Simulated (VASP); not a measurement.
# Bi (P6_3/mmc) in VASP: notebook, part 2 of 2

VASP 6.6.1. The steps go on from the part before.

### Step 3. Single point, PBE

INCAR reads:

```
ALGO     = Normal         # electronic algorithm
EDIFF    = 1E-6           # SCF threshold, eV
ENCUT    = 520            # plane-wave cutoff, eV
GGA      = PE             # functional
ISIF     = 2              # what is computed and relaxed
ISMEAR   = 0              # smearing method
LASPH    = True           # aspherical terms in the spheres
LCHARG   = False          # write CHGCAR
LREAL    = False          # projectors in reciprocal space
LWAVE    = False          # write WAVECAR
NBANDS   = 22             # bands
NELM     = 80             # most SCF steps
PREC     = Accurate       # precision mode
SIGMA    = 0.1            # smearing width, eV
```

KPOINTS reads:

```
k-points
0
Gamma
  14 14 8
```

POSCAR reads:

```
Bi
1.0
    3.2475940849      0.0000000000      0.0000000000
   -1.6237970424      2.8124989787      0.0000000000
    0.0000000000      0.0000000000      5.2758143272
Bi
2
Direct
    0.3333333333      0.6666666667      0.2500000000
    0.6666666667      0.3333333333      0.7500000000
```

Potentials or basis: VASP PAW PBE potentials, release 64 (Bi_d).

On the command line:

```
$ cat potpaw_PBE.64/Bi_d/POTCAR > POTCAR
$ mpirun -np 1 vasp_std > vasp.out
```

OUTCAR:

```text
EDIFF = 1E-6
   ENCUT = 520
   GGA = PE
   ISIF = 2
   ISMEAR = 0
   LASPH = True
   LREAL = False
   NELM = 80
   PREC = Accurate

 ion  position               nearest neighbor table
   1  0.333  0.667  0.250-   2 3.24   2 3.24   2 3.24   2 3.24   2 3.24   2 3.24
   2  0.667  0.333  0.750-   1 3.24   1 3.24   1 3.24   1 3.24   1 3.24   1 3.24

  LATTYP: Found a hexagonal cell.
 ALAT       =     3.2475940849
 C/A-ratio  =     1.6245300950

  Lattice vectors:

 A1 = (   3.2475940849,   0.0000000000,   0.0000000000)
 A2 = (  -1.6237970424,   2.8124989787,   0.0000000000)
 A3 = (   0.0000000000,   0.0000000000,   5.2758143272)

Analysis of symmetry for initial positions (statically):
=====================================================================
 Subroutine PRICEL returns:
 Original cell was already a primitive cell.

 Routine SETGRP: Setting up the symmetry group for a
 hexagonal supercell.

 Subroutine GETGRP returns: Found 24 space group operations
 (whereof 12 operations were pure point group operations)
 out of a pool of 24 trial point group operations.
[... 153 lines left out ...]
   NGX = 13   NGY = 13   NGZ = 19

 number of electron      29.9999994 magnetization

 Free energy of the ion-electron system (eV)
  ---------------------------------------------------
  ext. energy  EPLUGINS =         0.00000000
  ---------------------------------------------------
  free energy    TOTEN  =        -6.51056029 eV

  energy without entropy =       -6.50365183  energy(sigma->0) =       -6.50710606

 E-fermi :  11.6475     XC(G=0): -11.5754

 val. band max:       11.6422206941   @ k =   0.3571   0.0714   0.1250
 cond. band min:      11.6841381828   @ k =   0.3571   0.2143   0.1250
 fundamental gap:      0.0419174887
 Fermi energy:        11.6475326117

 k-point     1 :       0.0000    0.0000    0.0000
  band No.  band energies     occupation
      1     -11.8061      2.00000
      2     -11.7833      2.00000
      3     -11.7428      2.00000
      4     -11.7428      2.00000
      5     -11.7186      2.00000
      6     -11.7186      2.00000
[... 589 lines left out ...]
     21      25.6227      0.00000
     22      25.8281      0.00000

 [... further k-points ...]
[... 5 lines left out ...]
  --------------------------------------------------------------------------------------
  -------------------------------------------------------------------------------------
  Total        8.0874182      8.0874182      8.0448136      0.0000000     -0.0000000      0.0000000
  in kB      268.8913709    268.8913709    267.4748500      0.0000000     -0.0000000      0.0000000
  external PRESSURE =     268.4191973 kB  Pullay stress =       0.0000000 kB

 VOLUME and BASIS-vectors are now :
 -----------------------------------------------------------------------------
  energy-cutoff  :      520.00
  volume of cell :       48.19
      direct lattice vectors                 reciprocal lattice vectors
     3.247594085  0.000000000  0.000000000     0.307920255  0.177777842  0.000000000
    -1.623797042  2.812498979  0.000000000     0.000000000  0.355555685  0.000000000
     0.000000000  0.000000000  5.275814327     0.000000000  0.000000000  0.189544199

 POSITION                                       TOTAL-FORCE (eV/Angst)
 -----------------------------------------------------------------------------------
     -0.00000      1.87500      1.31895        -0.000000     -0.000000      0.000000
      1.62380      0.93750      3.95686         0.000000      0.000000      0.000000
 -----------------------------------------------------------------------------------
    total drift:                                0.000000     -0.000000      0.000000

  FREE ENERGIE OF THE ION-ELECTRON SYSTEM (eV)
  ---------------------------------------------------
  free  energy   TOTEN  =        -6.5105602931 eV

  energy  without entropy=       -6.5036518263  energy(sigma->0) =       -6.50710606
```

stdout:

```text
POSCAR found type information on POSCAR Bi
 POSCAR found :  1 types and       2 ions
 scaLAPACK will be used
 LDA part: xc-table for (Slater+PW92), standard interpolation
 POSCAR, INCAR and KPOINTS ok, starting setup
 FFT: planning ... GRIDC
 FFT: planning ... GRID_SOFT
 FFT: planning ... GRID
 WAVECAR not read
 entering main loop
```

Run time: 73 s. Hardware: 1 thread of AMD EPYC 9R45 (Zen 5), shared host; peak memory 0.19 GiB.

Results:

| Item | Value |
| --- | --- |
| Free energy | -6.5106 eV |
| Pressure | 26.8 GPa |
| Band gap on the k mesh | zero (band 15 reaches 17.14 eV, above the bottom of band 16 at 8.10 eV) |

Stress tensor (GPa, compression positive):
```
26.89  0.00  0.00
 0.00 26.89  0.00
 0.00  0.00 26.75
```

Caveat: spin-orbit coupling is left out, which moves the levels of the heavy elements.

### Step 4. Single point, PBE

This run uses another cell than the first one, of 26.63 Å³/atom, 1.105 times its volume.

INCAR reads:

```
PREC = Accurate
ENCUT = 520
EDIFF = 1E-7
ISMEAR = -1
SIGMA = 0.05
LREAL = F
LASPH = T
NELM = 80
ALGO = Normal
ISIF = 2
LWAVE = F
LCHARG = F
GGA = PE
NBANDS = 22
```

KPOINTS reads:

```
regular mesh
0
Gamma
  14 14 8
```

POSCAR reads:

```
Bi
1.0
    3.3552025240      0.0000000000      0.0000000000
   -1.6776012620      2.9056906206      0.0000000000
    0.0000000000      0.0000000000      5.4631257916
Bi
2
Direct
    0.3333333333      0.6666666667      0.2500000000
    0.6666666667      0.3333333333      0.7500000000
```

On the command line:

```
$ cat potpaw_PBE.64/Bi_d/POTCAR > POTCAR
$ mpirun -np 1 vasp_std > vasp.out
```

Wall time 1.8 min (1 thread of AMD EPYC 9R45 (Zen 5), shared host); peak memory 0.2 GiB.

The run converged. Its results:

| Item | Value |
| --- | --- |
| Free energy | -7.1361 eV |
| Pressure | 13.4 GPa |
| Band gap on the k mesh | zero (band 15 reaches 15.04 eV, above the bottom of band 16 at 6.97 eV) |

Levels at points of the mesh, in eV from the Fermi level:
```
           k point  band 12  band 13  band 14  band 15  band 16  band 17  band 18  band 19
(0.00, 0.00, 0.00)   -11.05    -6.33     3.98     3.98     5.93     5.93     6.21     7.65
(0.50, 0.00, 0.00)    -9.94    -5.05    -3.48    -2.44     0.03     0.29     4.05     4.90
(0.00, 0.00, 0.50)   -13.56    -1.08    -1.08     4.90     4.90     4.90     4.90     8.29
(0.50, 0.00, 0.50)   -10.45    -5.80    -5.80     1.75     1.75     1.87     1.87     5.78
```

Caveat: spin-orbit coupling is left out, which moves the levels of the heavy elements.

### Step 5. Overview

```csv
cell,smearing,gap on the mesh (eV),pressure (GPa)
"a = 3.248, b = 3.248, c = 5.276 Å, angles 90.0, 90.0, 120.0°, 2 atoms",fermi-dirac 0.05 eV,none,26.8
"a = 3.248, b = 3.248, c = 5.276 Å, angles 90.0, 90.0, 120.0°, 2 atoms",gaussian 0.1 eV,none,26.8
"a = 3.355, b = 3.355, c = 5.463 Å, angles 90.0, 90.0, 120.0°, 2 atoms",fermi-dirac 0.05 eV,none,13.4
```

Alike in all rows: task single point; level PBE; potentials or basis VASP PAW PBE potentials, release 64 (Bi_d); no spin polarisation; k mesh 14 × 14 × 8; cutoff (eV) 520.

Caveats: spin-orbit coupling is left out, which moves the levels of the heavy elements.

Total energies depend on the potentials used, so only differences within one code and one set of settings carry meaning.
